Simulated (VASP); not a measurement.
Tl3Ge, 4 atoms in the cell. The structure is cubic, space group Pm-3m (No. 221). Conventional cell: a = 4.713 Å, b = 4.713 Å, c = 4.713 Å, α = 90.00°, β = 90.00°, γ = 90.00°. Within 4.4 Å of Tl (site symmetry 4/mmm) lie 8 Tl at 3.33 Å and 4 Ge at 3.33 Å. Ge (site symmetry m-3m) has 12 Tl at 3.33 Å within 4.4 Å. 

| Item | Value |
| --- | --- |
| Program | VASP 6.6.1 |
| Task | single point |
| Functional | r2SCAN |
| Potentials or basis | VASP PAW PBE potentials, release 64 (Tl_d, Ge_d) |
| Cutoff | 520 eV |
| k mesh | 5 × 5 × 5 |
| Occupations | fermi-dirac, width 0.1 eV |
| Spin | no spin polarisation |
| Dipole correction | no |
| Further INCAR settings | ALGO = Normal; EDIFF = 1e-06; NBANDS = 34 |

Potentials or basis: VASP PAW PBE potentials, release 64 (Tl_d, Ge_d).

Command:

```bash
$ cat potpaw_PBE.64/Tl_d/POTCAR potpaw_PBE.64/Ge_d/POTCAR > POTCAR
$ cp INCAR.step1 INCAR
$ mpirun -np 1 vasp_std > vasp.out
$ cp INCAR.step2 INCAR
$ mpirun -np 1 vasp_std > vasp.out
```

Hardware: 1 thread of Intel(R) Xeon(R) Platinum 8559C (Emerald Rapids), on a shared host.

Q: Estimate the wall time of this run.

A: Run time: 64 s on 1 thread of Intel(R) Xeon(R) Platinum 8559C (Emerald Rapids), with other jobs on the host, peak memory 0.22 GiB. Counts: k points 10.
